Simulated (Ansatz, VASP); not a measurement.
Given: the input of a run of VASP 6.6.1 on Sb.

INCAR

```
SYSTEM = Sb
ALGO     = Normal         ! electronic algorithm
EDIFF    = 1E-6           ! SCF threshold, eV
ENCUT    = 520            ! plane-wave cutoff, eV
GGA      = PE             ! functional
ISIF     = 2              ! what is computed and relaxed
ISMEAR   = 0              ! smearing method
LASPH    = .True.         ! aspherical terms in the spheres
LCHARG   = .False.        ! write CHGCAR
LREAL    = .False.        ! projectors in reciprocal space
LWAVE    = .False.        ! write WAVECAR
NBANDS   = 8              ! bands
NELM     = 80             ! most SCF steps
PREC     = Accurate       ! precision mode
SIGMA    = 0.011          ! smearing width, eV
```

The input KPOINTS:

```
k-points
0
Gamma
  10 10 10
  0 0 0
```

The input POSCAR:

```
Sb
1.0
    0.0000000000      2.3712425216      2.3712425216
    2.3712425216      0.0000000000      2.3712425216
    2.3712425216      2.3712425216      0.0000000000
Sb
1
Direct
    0.0000000000      0.0000000000      0.0000000000
```

Potentials or basis: VASP PAW PBE potentials, release 64 (Sb).

Run with:

```console
$ cat potpaw_PBE.64/Sb/POTCAR > POTCAR
$ mpirun -np 1 vasp_std > vasp.out
```

Question: Set up the same calculation for Ansatz 0.2.0. Potentials there: Ansatz PAW.

Answer: As run (the cutoff follows the program's own potentials):

Contents of input.yaml:

```yaml
crystal:
  lattice:
    - [0.0, 2.3712425216, 2.3712425216]
    - [2.3712425216, 0.0, 2.3712425216]
    - [2.3712425216, 2.3712425216, 0.0]
  atoms:
    - { symbol: Sb, position: [0.0, 0.0, 0.0] }
hamiltonian:
  xc: pbe
  pseudopotentials: { kind: paw }
kpoints:
  mp_grid: { grid: [10, 10, 10] }
scf:
  occupations: { method: gaussian, width: 0.011 }
output:
  forces: true
  stress: true
  eigenvalues: true
```

Potentials or basis: Ansatz PAW.

Launch:

```bash
$ ansatz run input.yaml --threads 2 --pin off --max-ram 5632MiB --backend cpu --events-out ev --progress --plain --runs-dir out
```

Both were run:

|  | VASP | Ansatz | Ansatz less VASP |
| --- | --- | --- | --- |
| gap on the k mesh at the Fermi level (eV) | none | none | - |
| pressure (GPa) | 1.9 | 2.0 | +0.18 |

A gap of «none» marks a metal or a gap that the smearing closes. VASP's potentials hold 5 valence electrons a cell and Ansatz's 15, so a difference there can come from the potentials and not from the codes.

Neither program's run includes spin-orbit coupling.
